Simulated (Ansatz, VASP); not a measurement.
## Two plane-wave programs on Sb

```xyz
1
Lattice="3.1600 0.0000 0.0000 0.0000 2.9230 0.0000 0.0000 0.0000 3.1600" Properties=species:S:1:pos:R:3 pbc="T T T"
Sb    0.0000    0.0000    0.0000
```

Change from the starting cell: strain -0.0750 x Voigt [0, 1, 0, 0, 0, 0], atoms carried along.

Alike in both runs: task single point; functional r2SCAN; k mesh 16 × 16 × 16; occupations gaussian, width 0.15 eV; no spin polarisation.

|  | VASP | Ansatz |
| --- | --- | --- |
| version | VASP 6.6.1 | Ansatz 0.2.0 |
| potentials or method | VASP PAW PBE potentials, release 64 (Sb), cutoff 520 eV | scalar-relativistic, plane waves, PAW |
| valence electrons in the cell | 5 | 15 |

Ansatz gave:

* gap on the k mesh at the Fermi level (eV): none
* pressure (GPa): 1.2
* traceless stress, the component that is largest in VASP (GPa): 7.25

Q: Estimate VASP's values.

A: gap on the k mesh at the Fermi level (eV): none; pressure (GPa): 1.3; traceless stress, the component that is largest in VASP (GPa): 7.32.

VASP's potentials were made for PBE, not for r2SCAN. A gap of «none» marks a metal or a gap that the smearing closes. With one functional, cell and mesh, what is left measures potentials, basis and numerics. VASP's potentials hold 5 valence electrons a cell and Ansatz's 15, so a difference there can come from the potentials and not from the codes.

Spin-orbit coupling is off throughout.
